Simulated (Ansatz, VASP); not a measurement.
**One calculation of AlRu, two programs**

The input INCAR:

```
PREC = Accurate
ENCUT = 500
EDIFF = 1E-6
ISMEAR = -1
SIGMA = 0.05
LREAL = False
LASPH = True
NELM = 120
ALGO = Normal
ISIF = 2
LWAVE = False
LCHARG = False
NBANDS = 16
GGA_COMPAT = False
```

File KPOINTS:

```
regular mesh
0
Gamma
  14 14 14
```

The input POSCAR:

```
AlRu
1.0
    0.0000000000      2.2696373652      2.2696373652
    2.2696373652      0.0000000000      2.2696373652
    2.2696373652      2.2696373652      0.0000000000
Ru Al
1 1
Direct
    0.0000000000      0.0000000000      0.0000000000
    0.5000000000      0.5000000000      0.5000000000
```

Input for Ansatz:

```yaml
crystal:
  lattice:
    - [0.0, 2.2696373652, 2.2696373652]
    - [2.2696373652, 0.0, 2.2696373652]
    - [2.2696373652, 2.2696373652, 0.0]
  atoms:
    - { symbol: Ru, position: [0.0, 0.0, 0.0] }
    - { symbol: Al, position: [0.5, 0.5, 0.5] }
kpoints:
  mp_grid: { grid: [14, 14, 14] }
scf:
  occupations: { method: fermi_dirac, width: 0.05 }
hamiltonian:
  xc: lda
  pseudopotentials: { kind: all_electron, datasets: crystal }
output:
  forces: true
  stress: true
  eigenvalues: true
```

Change from the starting cell: volume scaled by 0.8, crystal datasets.

Alike in both runs: task single point; functional LDA; k mesh 14 × 14 × 14; occupations fermi-dirac, width 0.05 eV; no spin polarisation.

```csv
,VASP,Ansatz
version,VASP 6.6.1,Ansatz 0.2.0
potentials or method,"VASP PAW LDA potentials, release 64 (Ru_pv, Al), cutoff 500 eV","all-electron PAW with datasets made for the crystal, scalar-relativistic"
```

Ansatz gave:

| Property | Result |
| --- | --- |
| pressure (GPa) | 58.8 |

Question: What did VASP give for the same quantities?

Answer: Pressure (GPa): 60.3.

LDA's correlation is that of Perdew and Zunger in VASP and of Perdew and Wang (1992) in Ansatz. Both programs put the cell under a high pressure, so it lies far from rest at this level. Ansatz ran all-electron here, and VASP with PAW potentials.

Noted on VASP's run: the cell as given lies far from equilibrium.
